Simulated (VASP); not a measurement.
Here is a VASP 6.6.1 calculation.

The input INCAR:

```
  PREC = Accurate
  ENCUT = 450
  EDIFF = 1E-7
  ISMEAR = -1
  SIGMA = 0.1
  LREAL = False
  LASPH = True
  NELM = 120
  ALGO = Normal
  ISIF = 2
  LWAVE = False
  LCHARG = False
  GGA = PS
  IBRION = 2
  NSW = 60
  EDIFFG = -0.03
  GGA_COMPAT = False
  NELMIN = 4
```

The input KPOINTS:

```
regular mesh
0
Gamma
  3 3 4
```

The input POSCAR:

```
Hf4B7
1.0
    6.2800002680      0.0000000000      0.0000000000
   -3.1400001340      5.4386397679      0.0000000000
    0.0000000000      0.0000000000      3.4800000000
Hf B
4 7
Direct
    0.0000000000      0.0000000000      0.0000000000
    0.0000000000      0.5000000000      0.0000000000
    0.5000000000      0.0000000000      0.0000000000
    0.5000000000      0.5000000000      0.0000000000
    0.1666666667      0.3333333333      0.5000000000
    0.1666666667      0.8333333333      0.5000000000
    0.3333333333      0.6666666667      0.5000000000
    0.6666666667      0.3333333333      0.5000000000
    0.8333333333      0.1666666667      0.5000000000
    0.6666666667      0.8333333333      0.5000000000
    0.8333333333      0.6666666667      0.5000000000
```

Potentials or basis: VASP PAW PBE potentials, release 64 (Hf_pv, B).

Launch:

```bash
$ cat potpaw_PBE.64/Hf_pv/POTCAR potpaw_PBE.64/B/POTCAR > POTCAR
$ mpirun -np 1 vasp_std > vasp.out
```

**Question.** What does it give for the energy gained by relaxing?

**Answer.** 5.5 meV/atom.

**Question.** Predict the band gap on the k mesh.

**Answer.** Zero (an odd number of electrons rules out a gap without spin polarisation).

Final structure:
```yaml
crystal:
  lattice:
    - [6.28000, 0.00000, 0.00000]
    - [-3.14000, 5.43864, 0.00000]
    - [0.00000, 0.00000, 3.48000]
  atoms:
    - { symbol: Hf, position: [0.99645, 0.99822, 0.00000] }
    - { symbol: Hf, position: [0.00000, 0.50000, 0.00000] }
    - { symbol: Hf, position: [0.50178, 0.99822, 0.00000] }
    - { symbol: Hf, position: [0.50178, 0.50355, 0.00000] }
    - { symbol: B, position: [0.16274, 0.33726, 0.50000] }
    - { symbol: B, position: [0.16274, 0.82548, 0.50000] }
    - { symbol: B, position: [0.33079, 0.66540, 0.50000] }
    - { symbol: B, position: [0.67452, 0.33726, 0.50000] }
    - { symbol: B, position: [0.83460, 0.16921, 0.50000] }
    - { symbol: B, position: [0.66667, 0.83333, 0.50000] }
    - { symbol: B, position: [0.83461, 0.66540, 0.50000] }
```

Caveat: the k points lie up to 0.45 Å⁻¹ apart, too coarse for converged energies and pressures of a metal; spin-orbit coupling is left out, which moves the levels of the heavy elements.
